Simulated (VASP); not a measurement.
# Ni (Pm-3m) in VASP: notebook

Runs on Ni. Level: BLYP. Tasks: single point.

All numbers are computed with VASP 6.6.1; they aren't measurements. Logs are shortened: lines on timing, memory, paths and dates and some standing lists are left out, and cuts for length are marked.

### Step 1. The cell of the first run

The structure is cubic, space group Pm-3m (No. 221). The conventional cell has a = 2.367 Å, b = 2.367 Å, c = 2.367 Å, α = 90.00°, β = 90.00°, γ = 90.00°. Ni (site symmetry m-3m) has 6 Ni at 2.37 Å within 3.1 Å.

This isn't the form of Ni at room conditions, which is fcc.

### Step 2. Single point, BLYP (13.26 Å³/atom)

Contents of INCAR:

```
PREC     = Accurate       # precision mode
ENCUT    = 600            # plane-wave cutoff, eV
EDIFF    = 1E-6           # SCF threshold, eV
ISMEAR   = -1             # smearing method
SIGMA    = 0.1            # smearing width, eV
LREAL    = F              # projectors in reciprocal space
LASPH    = T              # aspherical terms in the spheres
NELM     = 120            # most SCF steps
ALGO     = Normal         # electronic algorithm
ISIF     = 2              # what is computed and relaxed
LWAVE    = F              # write WAVECAR
LCHARG   = T              # write CHGCAR
GGA      = B5             # functional
ALDAX    = 1.0          
AGGAX    = 1.0          
AGGAC    = 1.0          
ALDAC    = 0.0          
LELF     = T              # ELF
LVHAR    = T            
NBANDS   = 11             # bands
GGA_COMPAT= F
```

Contents of KPOINTS:

```
Automatic mesh
0
Gamma
  15 15 15
```

Contents of POSCAR:

```
Ni
1.0
    2.3669362900      0.0000000000      0.0000000000
    0.0000000000      2.3669362900      0.0000000000
    0.0000000000      0.0000000000      2.3669362900
Ni
1
Direct
    0.0000000000      0.0000000000      0.0000000000
```

Potentials or basis: VASP PAW PBE potentials, release 64 (Ni).

On the command line:

```console
cat potpaw_PBE.64/Ni/POTCAR > POTCAR
mpirun -np 1 vasp_std > vasp.out
```

OUTCAR:

```text
PREC = Accurate
   ENCUT = 600
   EDIFF = 1E-6
   ISMEAR = -1
   LREAL = F
   LASPH = T
   NELM = 120
   ISIF = 2
   GGA = B5

 ion  position               nearest neighbor table
   1  0.000  0.000  0.000-

  LATTYP: Found a simple cubic cell.
 ALAT       =     2.3669362900

  Lattice vectors:

 A1 = (   2.3669362900,   0.0000000000,   0.0000000000)
 A2 = (   0.0000000000,   2.3669362900,   0.0000000000)
 A3 = (   0.0000000000,   0.0000000000,   2.3669362900)

Analysis of symmetry for initial positions (statically):
=====================================================================
 Subroutine PRICEL returns:
 Original cell was already a primitive cell.

 Routine SETGRP: Setting up the symmetry group for a
 simple cubic supercell.

 Subroutine GETGRP returns: Found 48 space group operations
 (whereof 48 operations were pure point group operations)
 out of a pool of 48 trial point group operations.

The static configuration has the point symmetry O_h .

Analysis of symmetry for dynamics (positions and initial velocities):
=====================================================================
 Subroutine PRICEL returns:
 Original cell was already a primitive cell.

 Routine SETGRP: Setting up the symmetry group for a
 simple cubic supercell.

 Subroutine GETGRP returns: Found 48 space group operations
 (whereof 48 operations were pure point group operations)
 out of a pool of 48 trial point group operations.

The dynamic configuration has the point symmetry O_h .

 Subroutine INISYM returns: Found 48 space group operations
 (whereof 48 operations are pure point group operations),
 and found     1 'primitive' translations

----------------------------------------------------------------------------------------

                                     Primitive cell

  volume of cell :      13.2605

  direct lattice vectors                    reciprocal lattice vectors
     2.366936290  0.000000000  0.000000000     0.422487079  0.000000000  0.000000000
     0.000000000  2.366936290  0.000000000     0.000000000  0.422487079  0.000000000
     0.000000000  0.000000000  2.366936290     0.000000000  0.000000000  0.422487079

  length of vectors
     2.366936290  2.366936290  2.366936290     0.422487079  0.422487079  0.422487079

  position of ions in fractional coordinates (direct lattice)
     0.000000000  0.000000000  0.000000000

  ion indices of the primitive-cell ions
   primitive index   ion index
                 1           1

----------------------------------------------------------------------------------------

 KPOINTS: Automatic mesh

Automatic generation of k-mesh.
 Grid dimensions read from file:
 generate k-points for:   15   15   15

 Generating k-lattice:

  Cartesian coordinates                     Fractional coordinates (reciprocal lattice)
     0.028165805  0.000000000  0.000000000     0.066666667  0.000000000  0.000000000
     0.000000000  0.028165805  0.000000000     0.000000000  0.066666667  0.000000000
     0.000000000  0.000000000  0.028165805     0.000000000  0.000000000  0.066666667

  Length of vectors
     0.028165805  0.028165805  0.028165805

  Shift w.r.t. Gamma in fractional coordinates (k-lattice)
     0.000000000  0.000000000  0.000000000

 Subroutine IBZKPT returns following result:
 ===========================================

 Found    120 irreducible k-points:

 Following reciprocal coordinates:
            Coordinates               Weight
  0.000000  0.000000  0.000000      1.000000
  0.066667  0.000000  0.000000      6.000000
  0.133333  0.000000  0.000000      6.000000
  0.200000  0.000000  0.000000      6.000000
  0.266667  0.000000  0.000000      6.000000
  0.333333  0.000000  0.000000      6.000000
[... 16 lines left out ...]
  0.266667  0.200000  0.000000     24.000000
  0.333333  0.200000  0.000000     24.000000
 [... further k-points ...]
   k-points           NKPTS =    120   k-points in BZ     NKDIM =    120   number of bands    NBANDS=     11
   number of dos      NEDOS =    301   number of ions     NIONS =      1
   total plane-waves  NPLWV =   8000
   dimension x,y,z NGX =    20 NGY =   20 NGZ =   20
   dimension x,y,z NGXF=    40 NGYF=   40 NGZF=   40
   ions per type =               1
   NGX,Y,Z   is equivalent  to a cutoff of  14.05, 14.05, 14.05 a.u.
   NGXF,Y,Z  is equivalent  to a cutoff of  28.09, 28.09, 28.09 a.u.
 SYSTEM =  unknown system
   PREC   = accura    normal or accurate (medium, high low for compatibility)
   ISTART =      0    job   : 0-new  1-cont  2-samecut
   ICHARG =      2    charge: 1-file 2-atom 10-const
   ISPIN  =      1    spin polarized calculation?
   LNONCOLLINEAR =      F non collinear calculations
   LSORBIT =      F    spin-orbit coupling
   LASPH  =      T    aspherical Exc in radial PAW
   ENCUT  =  600.0 eV  44.10 Ry    6.64 a.u.   4.73  4.73  4.73*2*pi/ulx,y,z
   NELM   =    120;   NELMIN=  2; NELMDL= -5     # of ELM steps
   EDIFF  = 0.1E-05   stopping-criterion for ELM
   LREAL  =      F    real-space projection
   EDIFFG = 0.1E-04   stopping-criterion for IOM
   NSW    =      0    number of steps for IOM
   IBRION =     -1    ionic relax: 0-MD 1-quasi-New 2-CG
   NFREE  =      0    steps in history (QN), initial steepest desc. (CG)
   ISIF   =      2    stress and relaxation
   ISYM   =      2    0-nonsym 1-usesym 2-fastsym
   POTIM  = 0.5000    time-step for ionic-motion
   TEBEG  =    0.0;   TEEND  =   0.0 temperature during run
   PSTRESS=    0.0 pullay stress
   NELECT =      10.0000    total number of electrons
   NUPDOWN=      -1.0000    fix difference up-down
   EMIN   =  10.00;   EMAX   =-10.00  energy-range for DOS
   EFERMI =   0.00;   METHOD = LEGACY
   ISMEAR =    -1;   SIGMA  =   0.10  broadening in eV -4-tet -1-fermi 0-gaus
   EFERMI_NEDOS =   21; number of points for ismear=-14 and -15
   IALGO  =     38    algorithm
   IMIX   =      4    mixing-type and parameters
     AMIX     =   0.40;   BMIX     =  1.00
     AMIX_MAG =   1.60;   BMIX_MAG =  1.00
  volume/ion in A,a.u.               =      13.26        89.49
  Fermi-wavevector in a.u.,A,eV,Ry     =   1.490121  2.815921 30.211209  2.220461
  Thomas-Fermi vector in A             =   2.602943
   LORBIT       =      0    0 simple, 1 ext, 2 COOP (PROOUT), +10 PAW based schemes
   GGA     = B5    functional components
   LHFCALC =     F    Hartree Fock is set to
   AEXX    =    0.0000 exact exchange contribution
   IVDW    =     0    specifies the selected vdW correction
   LEPSILON=     F    determine dielectric tensor
   LRPA    =     F    only Hartree local field effects (RPA)
 non-spin polarized calculation
  energy-cutoff  :      600.00
  volume of cell :       13.26
 maximum number of plane-waves:       461
 NGX is ok and might be reduce to    20
   NGX =  9   NGY =  9   NGZ =  9

 number of electron      10.0000000 magnetization

 number of electron       9.9999999 magnetization

 Free energy of the ion-electron system (eV)
  ---------------------------------------------------
  ext. energy  EPLUGINS =         0.00000000
  ---------------------------------------------------
  free energy    TOTEN  =        -4.10613007 eV

  energy without entropy =       -4.02820977  energy(sigma->0) =       -4.06716992

 E-fermi :   7.2059     XC(G=0): -11.4220

 val. band max:        7.1974456062   @ k =   0.1333   0.0667   0.0000
 cond. band min:       7.2079474144   @ k =   0.3333   0.0667   0.0667
 fundamental gap:      0.0105018081
 Fermi energy:         7.2059192570

 k-point     1 :       0.0000    0.0000    0.0000
  band No.  band energies     occupation
      1      -0.2247      2.00000
      2       4.1509      2.00000
      3       4.1509      2.00000
      4       7.2268      0.89607
      5       7.2268      0.89607
      6       7.2268      0.89605
      7      26.1453      0.00000
      8      26.1453      0.00000
      9      26.1453      0.00000
     10      30.0888      0.00000
     11      30.0888      0.00000

 k-point     2 :       0.0667    0.0000    0.0000
  band No.  band energies     occupation
      1      -0.0980      2.00000
      2       4.1676      2.00000
      3       4.2058      2.00000
      4       7.1810      1.12420
      5       7.1810      1.12418
      6       7.2305      0.87778
      7      24.5217      0.00000
      8      26.3154      0.00000
      9      26.3154      0.00000
     10      30.1256      0.00000
     11      31.2571      0.00000

 k-point     3 :       0.1333    0.0000    0.0000
  band No.  band energies     occupation
      1       0.2750      2.00000
      2       4.2149      2.00000
      3       4.3662      2.00000
      4       7.0534      1.64269
      5       7.0534      1.64267
      6       7.2410      0.82661
      7      21.8379      0.00000
      8      26.8157      0.00000
      9      26.8157      0.00000
     10      30.2366      0.00000
     11      32.2748      0.00000

 k-point     4 :       0.2000    0.0000    0.0000
  band No.  band energies     occupation
      1       0.8707      2.00000
      2       4.2852      2.00000
      3       4.6225      2.00000
      4       6.8707      1.93236
      5       6.8707      1.93236
      6       7.2564      0.75299
      7      19.1361      0.00000
      8      27.6191      0.00000
      9      27.6191      0.00000
     10      30.4229      0.00000
     11      32.7156      0.00000
[... 239 lines left out ...]
 k-point    22 :       0.2000    0.2000    0.0000
  band No.  band energies     occupation
      1       1.9021      2.00000
      2       4.5631      2.00000
      3       4.9691      2.00000
      4       6.5418      1.99739
      5       6.8765      1.92845
      6       6.9545      1.85030
      7      19.4403      0.00000
      8      21.1657      0.00000
      9      29.0615      0.00000
     10      31.9829      0.00000
     11      35.2916      0.00000

 k-point    23 :       0.2667    0.2000    0.0000
  band No.  band energies     occupation
      1       2.5896      2.00000
      2       4.6606      2.00000
      3       5.2589      2.00000
      4       6.4717      1.99871
      5       6.7137      1.98554
      6       6.9493      1.85735
      7      17.4185      0.00000
      8      21.4607      0.00000
      9      30.1128      0.00000
     10      32.3758      0.00000
     11      32.9368      0.00000

 k-point    24 :       0.3333    0.2000    0.0000
  band No.  band energies     occupation
      1       3.2986      2.00000
      2       4.7323      2.00000
      3       5.4180      2.00000
      4       6.5373      1.99751
      5       6.7659      1.97575
      6       6.9707      1.82628
      7      15.1213      0.00000
      8      22.4380      0.00000
      9      30.7007      0.00000
     10      31.3897      0.00000
     11      32.8259      0.00000

 [... further k-points ...]

------------------------ aborting loop because EDIFF is reached ----------------------------------------

  FORCE on cell =-STRESS in cart. coord.  units (eV):
  Direction    XX          YY          ZZ          XY          YZ          ZX
  --------------------------------------------------------------------------------------
  -------------------------------------------------------------------------------------
  Total       -0.0062786     -0.0062786     -0.0062786     -0.0000000     -0.0000000      0.0000000
  in kB       -0.7585996     -0.7585996     -0.7585996     -0.0000000     -0.0000000      0.0000000
  external PRESSURE =      -0.7585996 kB  Pullay stress =       0.0000000 kB

 VOLUME and BASIS-vectors are now :
 -----------------------------------------------------------------------------
  energy-cutoff  :      600.00
  volume of cell :       13.26
      direct lattice vectors                 reciprocal lattice vectors
     2.366936290  0.000000000  0.000000000     0.422487079  0.000000000  0.000000000
     0.000000000  2.366936290  0.000000000     0.000000000  0.422487079  0.000000000
     0.000000000  0.000000000  2.366936290     0.000000000  0.000000000  0.422487079

 POSITION                                       TOTAL-FORCE (eV/Angst)
 -----------------------------------------------------------------------------------
      0.00000      0.00000      0.00000         0.000000      0.000000      0.000000
 -----------------------------------------------------------------------------------
    total drift:                                0.000000      0.000000      0.000000

  FREE ENERGIE OF THE ION-ELECTRON SYSTEM (eV)
  ---------------------------------------------------
  free  energy   TOTEN  =        -4.1061300727 eV

  energy  without entropy=       -4.0282097669  energy(sigma->0) =       -4.06716992
```

Run time: 12 s. Hardware: 1 thread of Intel Xeon Platinum 8375C at 2.90GHz (Ice Lake), shared host; peak memory 0.13 GiB.

What came out:

- Free energy: -4.1061 eV
- Pressure: -0.1 GPa
- Band gap on the k mesh: zero (bands 5 and 6 overlap by 1.12 eV)

Caveat: the PAW data sets were made with another functional, which shifts forces and pressure a little; the run has no spin polarisation, though such a crystal can be magnetic. Spin polarisation is off, so any magnetic state and its effect on volume and gap are missing.

### Step 3. Single point, BLYP (13.79 Å³/atom)

This run uses another cell than the first one, of 13.79 Å³/atom.

Contents of INCAR:

```
PREC = Accurate
ENCUT = 600
EDIFF = 1E-6
ISMEAR = -1
SIGMA = 0.1
LREAL = F
LASPH = T
NELM = 120
ALGO = Normal
ISIF = 2
LWAVE = F
LCHARG = T
GGA = B5
ALDAX = 1.0
AGGAX = 1.0
AGGAC = 1.0
ALDAC = 0.0
LELF = T
LVHAR = T
NBANDS = 11
GGA_COMPAT = F
```

KPOINTS is that of step 2.

Contents of POSCAR:

```
Ni
1.0
    2.3980837605      0.0000000000      0.0000000000
    0.0000000000      2.3980837605      0.0000000000
    0.0000000000      0.0000000000      2.3980837605
Ni
1
Direct
    0.0000000000      0.0000000000      0.0000000000
```

Potentials or basis: VASP PAW PBE potentials, release 64 (Ni).

On the command line:

```console
cat potpaw_PBE.64/Ni/POTCAR > POTCAR
mpirun -np 1 vasp_std > vasp.out
```

Wall time 12 s (1 thread of Intel Xeon Platinum 8375C at 2.90GHz (Ice Lake), shared host); peak memory 0.13 GiB.

The run converged. Its results:

- Free energy: -4.0988 eV
- Pressure: -4.4 GPa
- Band gap on the k mesh: zero (bands 5 and 6 overlap by 1.05 eV)

Levels at points of the mesh, in eV from the Fermi level:
| k point | band 1 | band 2 | band 3 | band 4 | band 5 | band 6 | band 7 | band 8 | band 9 | band 10 |
| --- | --- | --- | --- | --- | --- | --- | --- | --- | --- | --- |
| (0.00, 0.00, 0.00) | -7.20 | -2.89 | -2.89 | 0.01 | 0.01 | 0.01 | 18.48 | 18.48 | 18.48 | 22.35 |

Caveat: the cell stands under tension; the PAW data sets were made with another functional, which shifts forces and pressure a little; the run has no spin polarisation, though such a crystal can be magnetic. Spin polarisation is off, so any magnetic state and its effect on volume and gap are missing.

### Step 4. Single point, BLYP (14.32 Å³/atom)

This run uses another cell than the first one, of 14.32 Å³/atom.

Changes to INCAR since step 3:

```diff
@@ -11,3 +11,3 @@
 LWAVE = F
-LCHARG = T
+LCHARG = F
 GGA = B5
@@ -17,4 +17,2 @@
 ALDAC = 0.0
-LELF = T
-LVHAR = T
 NBANDS = 11
```

KPOINTS is that of step 3.

Contents of POSCAR:

```
Ni
1.0
    2.4284424739      0.0000000000      0.0000000000
    0.0000000000      2.4284424739      0.0000000000
    0.0000000000      0.0000000000      2.4284424739
Ni
1
Direct
    0.0000000000      0.0000000000      0.0000000000
```

On the command line:

```console
cat potpaw_PBE.64/Ni/POTCAR > POTCAR
mpirun -np 1 vasp_std > vasp.out
```

Run time: 12 s. Hardware: 1 thread of Intel Xeon Platinum 8375C at 2.90GHz (Ice Lake), shared host; peak memory 0.13 GiB.

The run converged. Its results:

* Free energy: -4.0788 eV
* Pressure: -7.8 GPa
* Band gap on the k mesh: zero (bands 5 and 6 overlap by 1.00 eV)

Levels at points of the mesh, in eV from the Fermi level:
```
           k point  band 2  band 3  band 4  band 5  band 6  band 7  band 8  band 9
(0.00, 0.00, 0.00)   -2.75   -2.75    0.01    0.01    0.01   18.05   18.05   18.05
```

Caveat: the cell stands under tension; the PAW data sets were made with another functional, which shifts forces and pressure a little; the run has no spin polarisation, though such a crystal can be magnetic.

### Step 5. Single point, BLYP (14.85 Å³/atom)

This run uses another cell than the first one, of 14.85 Å³/atom.

Contents of INCAR:

```
PREC = Accurate
ENCUT = 600
EDIFF = 1E-6
ISMEAR = -1
SIGMA = 0.1
LREAL = False
LASPH = True
NELM = 120
ALGO = Normal
ISIF = 2
LWAVE = False
LCHARG = False
GGA = B5
ALDAX = 1.0
AGGAX = 1.0
AGGAC = 1.0
ALDAC = 0.0
NBANDS = 11
GGA_COMPAT = False
```

KPOINTS is that of step 4.

Contents of POSCAR:

```
Ni
1.0
    2.4580605451      0.0000000000      0.0000000000
    0.0000000000      2.4580605451      0.0000000000
    0.0000000000      0.0000000000      2.4580605451
Ni
1
Direct
    0.0000000000      0.0000000000      0.0000000000
```

On the command line:

```console
cat potpaw_PBE.64/Ni/POTCAR > POTCAR
mpirun -np 1 vasp_std > vasp.out
```

Run time: 12 s. Hardware: 1 thread of Intel Xeon Platinum 8375C at 2.90GHz (Ice Lake), shared host; peak memory 0.14 GiB.

It converged, with:

```yaml
Free_energy: -4.0487 eV
Pressure: -10.5 GPa
Band_gap_on_the_k_mesh: zero (bands 5 and 6 overlap by 0.95 eV)
```

Levels at points of the mesh, in eV from the Fermi level:
```csv
k point,band 2,band 3,band 4,band 5,band 6,band 7,band 8,band 9
"(0.00, 0.00, 0.00)",-2.61,-2.61,0.00,0.00,0.00,17.65,17.65,17.65
```

Caveat: the cell stands under tension; the PAW data sets were made with another functional, which shifts forces and pressure a little; the run has no spin polarisation, though such a crystal can be magnetic.

### Step 6. Summary

| cell | gap on the mesh (eV) | pressure (GPa) |
| --- | --- | --- |
| a = 2.367 Å, 1 atom | none | -0.1 |
| a = 2.398 Å, 1 atom | none | -4.4 |
| a = 2.428 Å, 1 atom | none | -7.8 |
| a = 2.458 Å, 1 atom | none | -10.5 |

Alike in all rows: task single point; level BLYP; potentials or basis VASP PAW PBE potentials, release 64 (Ni); no spin polarisation; k mesh 15 × 15 × 15; cutoff (eV) 600; smearing fermi-dirac 0.1 eV.

Caveats: the PAW data sets were made with another functional, which shifts forces and pressure a little; the run has no spin polarisation, though such a crystal can be magnetic; the cell stands under tension (at least some runs).

Absolute energies hang on the potentials; compare differences alone.
